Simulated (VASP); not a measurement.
Set up this calculation in VASP 6.6.1, as the native input.

```
Task                   : single point
Functional             : PBEsol
Potentials or basis    : VASP PAW PBE potentials, release 64 (Ti_sv, Si)
Cutoff                 : 520 eV
k mesh                 : 14 × 14 × 12
Occupations            : gaussian, width 0.15 eV
Spin                   : no spin polarisation
Dipole correction      : no
Further INCAR settings : ALGO = Normal; EDIFF = 1e-06; NBANDS = 29
```

The structure of TiSi2 lies in POSCAR:

```
TiSi2
1.0
    1.7265107618     -6.5532187702      0.0000000000
    1.7265107618      6.5532187702      0.0000000000
    0.0000000000      0.0000000000      3.4910104528
Ti Si
2 4
Direct
    0.8975108623      0.1024891377      0.7500000000
    0.1024891377      0.8975108623      0.2500000000
    0.5599809709      0.4400190291      0.7500000000
    0.4400190291      0.5599809709      0.2500000000
    0.2497198722      0.7502801278      0.7500000000
    0.7502801278      0.2497198722      0.2500000000
```

One way to write it, as run:

INCAR

```
ALGO     = Normal         # electronic algorithm
EDIFF    = 1E-6           # SCF threshold, eV
ENCUT    = 520            # plane-wave cutoff, eV
GGA      = PS             # functional
ISIF     = 2              # what is computed and relaxed
ISMEAR   = 0              # smearing method
LASPH    = True           # aspherical terms in the spheres
LCHARG   = False          # write CHGCAR
LREAL    = False          # projectors in reciprocal space
LWAVE    = False          # write WAVECAR
NBANDS   = 29             # bands
NELM     = 60             # most SCF steps
PREC     = Accurate       # precision mode
SIGMA    = 0.15           # smearing width, eV
```

KPOINTS

```
k-points
0
Gamma
  14 14 12
```

Potentials or basis: VASP PAW PBE potentials, release 64 (Ti_sv, Si).

The run is started by

```console
$ cat potpaw_PBE.64/Ti_sv/POTCAR potpaw_PBE.64/Si/POTCAR > POTCAR
$ mpirun -np 1 vasp_std > vasp.out
```

It gave:

```json
{"Pressure": "9.3 GPa", "Largest force": "0.200 eV/Å", "Band gap on the k mesh": "zero (bands 20 and 21 overlap by 1.11 eV)"}
```

Caveat: the cell stands under pressure; the PAW data sets were made with another functional, which shifts forces and pressure a little.

Run time: 14 min on 1 thread of Intel(R) Xeon(R) Platinum 8375C CPU @ 2.90GHz (Ice Lake), with other jobs on the host, peak memory 0.81 GiB.
